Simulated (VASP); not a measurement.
# W (Pbcm) in VASP: notebook, part 2 of 2

VASP 6.6.1. Earlier steps stand in the parts before.

**3. Single point, r2SCAN**

This run uses another cell than the first one, of 17.49 Å³/atom.

The input, POSCAR:

```
W
1.0
    2.8466354769      0.0000000000      0.0000000000
    0.0000000000      4.9278756295      0.0000000000
    0.0000000000      0.0000000000      4.9884878908
W
4
Direct
    0.7931720000      0.9368430000      0.7500000000
    0.2068280000      0.4368430000      0.7500000000
    0.2068280000      0.0631570000      0.2500000000
    0.7931720000      0.5631570000      0.2500000000
```

The input, INCAR.step1:

```
PREC = Accurate ; ENCUT = 520
ISMEAR = -1 ; SIGMA = 0.05
LREAL = F ; LASPH = T
NELM = 60 ; NBANDS = 36
GGA = PE ; ALGO = Normal
EDIFF = 1E-4 ; LWAVE = T
LCHARG = F
```

The input, INCAR.step2:

```
PREC = Accurate ; ENCUT = 520
EDIFF = 1E-7 ; ISMEAR = -1
SIGMA = 0.05 ; LREAL = F
LASPH = T ; NELM = 60
ALGO = Normal ; ISIF = 2
LWAVE = F ; LCHARG = F
METAGGA = R2SCAN ; LMIXTAU = T
NBANDS = 36 ; ISTART = 1
```

The input, KPOINTS:

```
regular mesh
0
Gamma
  9 6 6
```

Potentials or basis: VASP PAW PBE potentials, release 64 (W_sv).

Run with:

```console
$ cat potpaw_PBE.64/W_sv/POTCAR > POTCAR
$ cp INCAR.step1 INCAR
$ mpirun -np 1 vasp_std > vasp.out
$ cp INCAR.step2 INCAR
$ mpirun -np 1 vasp_std > vasp.out
```

OUTCAR:

```text
PREC = Accurate
   ENCUT = 520
   EDIFF = 1E-7
   ISMEAR = -1
   LREAL = F
   LASPH = T
   NELM = 60
   ISIF = 2
   METAGGA = R2SCAN
   ISTART = 1

 ion  position               nearest neighbor table
   1  0.793  0.937  0.750-   2 2.73   2 2.73   3 2.83   3 2.83   2 2.98   2 2.98   3 3.07   3 3.07
                             4 3.10   4 3.10
   2  0.207  0.437  0.750-   1 2.73   1 2.73   4 2.83   4 2.83   1 2.98   1 2.98   4 3.07   4 3.07
                             3 3.10   3 3.10
   3  0.207  0.063  0.250-   4 2.73   4 2.73   1 2.83   1 2.83   4 2.98   4 2.98   1 3.07   1 3.07
                             2 3.10   2 3.10
   4  0.793  0.563  0.250-   3 2.73   3 2.73   2 2.83   2 2.83   3 2.98   3 2.98   2 3.07   2 3.07
                             1 3.10   1 3.10

  LATTYP: Found a simple orthorhombic cell.
 ALAT       =     2.8466354769
 B/A-ratio  =     1.7311228183
 C/A-ratio  =     1.7524154151

  Lattice vectors:

 A1 = (   2.8466354769,   0.0000000000,   0.0000000000)
 A2 = (   0.0000000000,   4.9278756295,   0.0000000000)
 A3 = (   0.0000000000,   0.0000000000,   4.9884878908)

Analysis of symmetry for initial positions (statically):
=====================================================================
 Subroutine PRICEL returns:
 Original cell was already a primitive cell.

 Routine SETGRP: Setting up the symmetry group for a
 simple orthorhombic supercell.

 Subroutine GETGRP returns: Found  8 space group operations
 (whereof  2 operations were pure point group operations)
 out of a pool of  8 trial point group operations.

The static configuration has the point symmetry S_2 .
 The point group associated with its full space group is D_2h.

Analysis of symmetry for dynamics (positions and initial velocities):
=====================================================================
 Subroutine PRICEL returns:
 Original cell was already a primitive cell.

 Routine SETGRP: Setting up the symmetry group for a
 simple orthorhombic supercell.

 Subroutine GETGRP returns: Found  8 space group operations
 (whereof  2 operations were pure point group operations)
 out of a pool of  8 trial point group operations.

The dynamic configuration has the point symmetry S_2 .
 The point group associated with its full space group is D_2h.

 Subroutine INISYM returns: Found  8 space group operations
 (whereof  2 operations are pure point group operations),
 and found     1 'primitive' translations

----------------------------------------------------------------------------------------

                                     Primitive cell

  volume of cell :      69.9778

  direct lattice vectors                    reciprocal lattice vectors
     2.846635477  0.000000000  0.000000000     0.351291905  0.000000000  0.000000000
     0.000000000  4.927875629  0.000000000     0.000000000  0.202927199  0.000000000
     0.000000000  0.000000000  4.988487891     0.000000000  0.000000000  0.200461547

  length of vectors
     2.846635477  4.927875629  4.988487891     0.351291905  0.202927199  0.200461547

  position of ions in fractional coordinates (direct lattice)
     0.793172000  0.936843000  0.750000000
     0.206828000  0.436843000  0.750000000
     0.206828000  0.063157000  0.250000000
     0.793172000  0.563157000  0.250000000

  ion indices of the primitive-cell ions
   primitive index   ion index
                 1           1
[... 21 lines left out ...]

  Shift w.r.t. Gamma in fractional coordinates (k-lattice)
     0.000000000  0.000000000  0.000000000

 Subroutine IBZKPT returns following result:
 ===========================================

 Found     80 irreducible k-points:

 Following reciprocal coordinates:
            Coordinates               Weight
  0.000000  0.000000  0.000000      1.000000
  0.111111  0.000000  0.000000      2.000000
  0.222222  0.000000  0.000000      2.000000
  0.333333  0.000000  0.000000      2.000000
  0.444444  0.000000  0.000000      2.000000
  0.000000  0.166667  0.000000      2.000000
[... 16 lines left out ...]
  0.222222  0.000000  0.166667      4.000000
  0.333333  0.000000  0.166667      4.000000
 [... further k-points ...]
   k-points           NKPTS =     80   k-points in BZ     NKDIM =     80   number of bands    NBANDS=     36
   number of dos      NEDOS =    301   number of ions     NIONS =      4
   total plane-waves  NPLWV =  38400
   dimension x,y,z NGX =    24 NGY =   40 NGZ =   40
   dimension x,y,z NGXF=    48 NGYF=   80 NGZF=   80
   ions per type =               4
   NGX,Y,Z   is equivalent  to a cutoff of  14.02, 13.49, 13.33 a.u.
   NGXF,Y,Z  is equivalent  to a cutoff of  28.03, 26.99, 26.66 a.u.
 SYSTEM =  unknown system
   PREC   = accura    normal or accurate (medium, high low for compatibility)
   ISTART =      1    job   : 0-new  1-cont  2-samecut
   ICHARG =      0    charge: 1-file 2-atom 10-const
   ISPIN  =      1    spin polarized calculation?
   LNONCOLLINEAR =      F non collinear calculations
   LSORBIT =      F    spin-orbit coupling
   LASPH  =      T    aspherical Exc in radial PAW
   ENCUT  =  520.0 eV  38.22 Ry    6.18 a.u.   5.29  9.16  9.28*2*pi/ulx,y,z
   NELM   =     60;   NELMIN=  2; NELMDL=  0     # of ELM steps
   EDIFF  = 0.1E-06   stopping-criterion for ELM
   LREAL  =      F    real-space projection
   EDIFFG = 0.1E-05   stopping-criterion for IOM
   NSW    =      0    number of steps for IOM
   IBRION =     -1    ionic relax: 0-MD 1-quasi-New 2-CG
   NFREE  =      0    steps in history (QN), initial steepest desc. (CG)
   ISIF   =      2    stress and relaxation
   ISYM   =      2    0-nonsym 1-usesym 2-fastsym
   POTIM  = 0.5000    time-step for ionic-motion
   TEBEG  =    0.0;   TEEND  =   0.0 temperature during run
   PSTRESS=    0.0 pullay stress
   NELECT =      56.0000    total number of electrons
   NUPDOWN=      -1.0000    fix difference up-down
   EMIN   =  10.00;   EMAX   =-10.00  energy-range for DOS
   EFERMI =   0.00;   METHOD = LEGACY
   ISMEAR =    -1;   SIGMA  =   0.05  broadening in eV -4-tet -1-fermi 0-gaus
   EFERMI_NEDOS =   21; number of points for ismear=-14 and -15
   IALGO  =     38    algorithm
   IMIX   =      4    mixing-type and parameters
     AMIX     =   0.40;   BMIX     =  1.00
     AMIX_MAG =   1.60;   BMIX_MAG =  1.00
  volume/ion in A,a.u.               =      17.49       118.06
  Fermi-wavevector in a.u.,A,eV,Ry     =   1.519908  2.872210 31.431100  2.310121
  Thomas-Fermi vector in A             =   2.628830
   LORBIT       =      0    0 simple, 1 ext, 2 COOP (PROOUT), +10 PAW based schemes
   METAGGA = R2SCAN    functional components
   LHFCALC =     F    Hartree Fock is set to
   AEXX    =    0.0000 exact exchange contribution
   IVDW    =     0    specifies the selected vdW correction
   LEPSILON=     F    determine dielectric tensor
   LRPA    =     F    only Hartree local field effects (RPA)
 non-spin polarized calculation
  energy-cutoff  :      520.00
  volume of cell :       69.98
 maximum number of plane-waves:      1902
 NGX is ok and might be reduce to    24
   NGX = 11   NGY = 19   NGZ = 19

 number of electron      56.0000001 magnetization

 Free energy of the ion-electron system (eV)
  ---------------------------------------------------
  ext. energy  EPLUGINS =         0.00000000
  ---------------------------------------------------
  free energy    TOTEN  =      -202.97894716 eV

  energy without entropy =     -202.95234346  energy(sigma->0) =     -202.96564531

 E-fermi :   9.6848     XC(G=0): -14.2896

 val. band max:        9.6837183447   @ k =   0.1111   0.0000   0.0000
 cond. band min:       9.6913658490   @ k =   0.3333   0.1667   0.0000
 fundamental gap:      0.0076475043
 Fermi energy:         9.6847914130

 k-point     1 :       0.0000    0.0000    0.0000
  band No.  band energies     occupation
      1     -66.2162      2.00000
      2     -66.1436      2.00000
      3     -66.1120      2.00000
      4     -66.0661      2.00000
      5     -30.2701      2.00000
      6     -30.2267      2.00000
[... 925 lines left out ...]
     35      12.7267      0.00000
     36      13.4576      0.00000

 [... further k-points ...]
[... 5 lines left out ...]
  --------------------------------------------------------------------------------------
  -------------------------------------------------------------------------------------
  Total       -7.2405669     -7.4526324     -5.9579902      0.0000000      0.0000000      0.0000000
  in kB     -165.7763738   -170.6317193   -136.4111432      0.0000000      0.0000000      0.0000000
  external PRESSURE =    -157.6064121 kB  Pullay stress =       0.0000000 kB

 VOLUME and BASIS-vectors are now :
 -----------------------------------------------------------------------------
  energy-cutoff  :      520.00
  volume of cell :       69.98
      direct lattice vectors                 reciprocal lattice vectors
     2.846635477  0.000000000  0.000000000     0.351291905  0.000000000  0.000000000
     0.000000000  4.927875629  0.000000000     0.000000000  0.202927199  0.000000000
     0.000000000  0.000000000  4.988487891     0.000000000  0.000000000  0.200461547

 POSITION                                       TOTAL-FORCE (eV/Angst)
 -----------------------------------------------------------------------------------
      2.25787      4.61665      3.74137         0.200954      0.146201      0.000000
      0.58876      2.15271      3.74137        -0.200954      0.146201      0.000000
      0.58876      0.31123      1.24712        -0.200954     -0.146201      0.000000
      2.25787      2.77517      1.24712         0.200954     -0.146201      0.000000
 -----------------------------------------------------------------------------------
    total drift:                                0.000000     -0.000000     -0.000000

  FREE ENERGIE OF THE ION-ELECTRON SYSTEM (eV)
  ---------------------------------------------------
  free  energy   TOTEN  =      -202.9789471583 eV

  energy  without entropy=     -202.9523434632  energy(sigma->0) =     -202.96564531
```

Wall time 15 min (1 thread of Oxide Virtual Turin-like, shared host); peak memory 0.25 GiB.

What came out:

| Quantity | Value |
| --- | --- |
| Free energy | -202.9789 eV |
| Pressure | -15.8 GPa |
| Largest force | 0.249 eV/Å |
| Band gap on the k mesh | zero (bands 28 and 29 overlap by 1.11 eV) |

Forces on the atoms (eV/Å):
```
W    0.201  0.146  0.000
W   -0.201  0.146  0.000
W   -0.201 -0.146  0.000
W    0.201 -0.146  0.000
```

Caveat: the cell stands under tension; the PAW data sets were made with another functional, which shifts forces and pressure a little; spin-orbit coupling is left out, which moves the levels of the heavy elements.

**4. Single point, r2SCAN**

This run uses another cell than the first one, of 17.83 Å³/atom.

The input, POSCAR:

```
W
1.0
    2.8647674019      0.0000000000      0.0000000000
    0.0000000000      4.9592642186      0.0000000000
    0.0000000000      0.0000000000      5.0202625557
W
4
Direct
    0.7931720000      0.9368430000      0.7500000000
    0.2068280000      0.4368430000      0.7500000000
    0.2068280000      0.0631570000      0.2500000000
    0.7931720000      0.5631570000      0.2500000000
```

The input, INCAR.step1:

```
PREC = Accurate
ENCUT = 520
ISMEAR = -1
SIGMA = 0.05
LREAL = F
LASPH = T
NELM = 60
NBANDS = 36
GGA = PE
ALGO = Normal
EDIFF = 1E-4
LWAVE = T
LCHARG = F
```

The input, INCAR.step2:

```
PREC = Accurate
ENCUT = 520
EDIFF = 1E-7
ISMEAR = -1
SIGMA = 0.05
LREAL = F
LASPH = T
NELM = 60
ALGO = Normal
ISIF = 2
LWAVE = F
LCHARG = F
METAGGA = R2SCAN
LMIXTAU = T
NBANDS = 36
ISTART = 1
```

KPOINTS is that of step 3.

Potentials or basis: VASP PAW PBE potentials, release 64 (W_sv).

Run with:

```console
$ cat potpaw_PBE.64/W_sv/POTCAR > POTCAR
$ cp INCAR.step1 INCAR
$ mpirun -np 1 vasp_std > vasp.out
$ cp INCAR.step2 INCAR
$ mpirun -np 1 vasp_std > vasp.out
```

OUTCAR:

```text
PREC = Accurate
   ENCUT = 520
   EDIFF = 1E-7
   ISMEAR = -1
   LREAL = F
   LASPH = T
   NELM = 60
   ISIF = 2
   METAGGA = R2SCAN
   ISTART = 1

 ion  position               nearest neighbor table
   1  0.793  0.937  0.750-   2 2.75   2 2.75   3 2.85   3 2.85   2 3.00   2 3.00   3 3.08   3 3.08
                             4 3.12   4 3.12
   2  0.207  0.437  0.750-   1 2.75   1 2.75   4 2.85   4 2.85   1 3.00   1 3.00   4 3.08   4 3.08
                             3 3.12   3 3.12
   3  0.207  0.063  0.250-   4 2.75   4 2.75   1 2.85   1 2.85   4 3.00   4 3.00   1 3.08   1 3.08
[... 1145 lines left out ...]
  -------------------------------------------------------------------------------------
  Total       -9.3442354     -9.4702635     -7.7551347      0.0000000      0.0000000      0.0000000
  in kB     -209.9042860   -212.7353208   -174.2075137      0.0000000      0.0000000      0.0000000
  external PRESSURE =    -198.9490402 kB  Pullay stress =       0.0000000 kB

 VOLUME and BASIS-vectors are now :
 -----------------------------------------------------------------------------
  energy-cutoff  :      520.00
  volume of cell :       71.32
      direct lattice vectors                 reciprocal lattice vectors
     2.864767402  0.000000000  0.000000000     0.349068479  0.000000000  0.000000000
     0.000000000  4.959264219  0.000000000     0.000000000  0.201642816  0.000000000
     0.000000000  0.000000000  5.020262556     0.000000000  0.000000000  0.199192769

 POSITION                                       TOTAL-FORCE (eV/Angst)
 -----------------------------------------------------------------------------------
      2.27225      4.64605      3.76520         0.276979      0.150660      0.000000
      0.59251      2.16642      3.76520        -0.276979      0.150660      0.000000
      0.59251      0.31321      1.25507        -0.276979     -0.150660      0.000000
      2.27225      2.79284      1.25507         0.276979     -0.150660      0.000000
 -----------------------------------------------------------------------------------
    total drift:                                0.000000      0.000000     -0.000000

  FREE ENERGIE OF THE ION-ELECTRON SYSTEM (eV)
  ---------------------------------------------------
  free  energy   TOTEN  =      -202.8294388255 eV

  energy  without entropy=     -202.8021281050  energy(sigma->0) =     -202.81578347
```

It took 15 min on 1 thread of Oxide Virtual Turin-like, shared host; peak memory 0.26 GiB.

Results:

```yaml
Free_energy: -202.8294 eV
Pressure: -19.9 GPa
Largest_force: 0.315 eV/Å
Band_gap_on_the_k_mesh: zero (bands 28 and 29 overlap by 1.05 eV)
```

Forces in eV/Å, atoms in the order of the input:
```
W    0.277  0.151  0.000
W   -0.277  0.151  0.000
W   -0.277 -0.151  0.000
W    0.277 -0.151  0.000
```

Caveat: the cell stands under tension; the PAW data sets were made with another functional, which shifts forces and pressure a little; spin-orbit coupling is left out, which moves the levels of the heavy elements.

**5. Overview**

```csv
cell,gap on the mesh (eV),pressure (GPa),largest force (eV/Å)
"a = 2.828, b = 4.896, c = 4.956 Å, 4 atoms",none,-11.2,0.19
"a = 2.847, b = 4.928, c = 4.988 Å, 4 atoms",none,-15.8,0.25
"a = 2.865, b = 4.959, c = 5.020 Å, 4 atoms",none,-19.9,0.32
```

Alike in all rows: task single point; level r2SCAN; potentials or basis VASP PAW PBE potentials, release 64 (W_sv); no spin polarisation; k mesh 9 × 6 × 6; cutoff (eV) 520; smearing fermi-dirac 0.05 eV.

Caveats: the cell stands under tension; the PAW data sets were made with another functional, which shifts forces and pressure a little; spin-orbit coupling is left out, which moves the levels of the heavy elements.

Absolute energies hang on the potentials; compare differences alone.
